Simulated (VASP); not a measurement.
Set up this calculation in VASP 6.6.1, as the native input.

| Item | Value |
| --- | --- |
| Task | single point |
| Functional | PBE |
| Potentials or basis | VASP PAW PBE potentials, release 64 (Mo_sv, C) |
| Cutoff | 520 eV |
| k mesh | 6 × 6 × 1 |
| Occupations | gaussian, width 0.1 eV |
| Spin | no spin polarisation |
| Dipole correction | yes |
| Further INCAR settings | ALGO = Normal; EDIFF = 1e-07; NBANDS = 53 |

The structure of Mo6C lies in POSCAR:

```
Mo6C
1.0
    4.4695765307      0.0000000000      0.0000000000
   -2.2347882654      3.8707668198      0.0000000000
    0.0000000000      0.0000000000     19.7595667350
Mo C
6 1
Direct
    0.6666666667      0.3333333333      0.2024335884
    0.3333333333      0.6666666666      0.2486060831
    0.0000000000      0.0000000000      0.2947785777
    0.6666666667      0.3333333333      0.3368821116
    0.3333333333      0.6666666666      0.3779725564
    0.0000000000      0.0000000000      0.4180034333
    0.8888888889      0.4444444444      0.4349832803
```

The input as run:

INCAR

```
SYSTEM = Mo6C
PREC = Accurate
ENCUT = 520
EDIFF = 1E-7
ISMEAR = 0
SIGMA = 0.1
LREAL = .FALSE.
LASPH = .TRUE.
NELM = 80
ALGO = Normal
ISIF = 2
LWAVE = .FALSE.
LCHARG = .TRUE.
LDIPOL = .TRUE.
IDIPOL = 3
DIPOL = 0.5 0.5 0.331
GGA = PE
LELF = .TRUE.
LVHAR = .TRUE.
LVACPOTAV = .TRUE.
NBANDS = 53
```

KPOINTS

```
regular mesh
0
G
  6 6 1
  0 0 0
```

Potentials or basis: VASP PAW PBE potentials, release 64 (Mo_sv, C).

Run with:

```console
$ cat potpaw_PBE.64/Mo_sv/POTCAR potpaw_PBE.64/C/POTCAR > POTCAR
$ mpirun -np 1 vasp_std > vasp.out
```

Results of the run:

The largest force is 1.750 eV/Å. The band gap on the k mesh is zero (band 44 reaches 0.74 eV, above the bottom of band 45 at 0.67 eV).

Run time: 5.6 min on 1 thread of Intel(R) Xeon(R) 6975P-C (Granite Rapids), with other jobs on the host, peak memory 0.54 GiB.
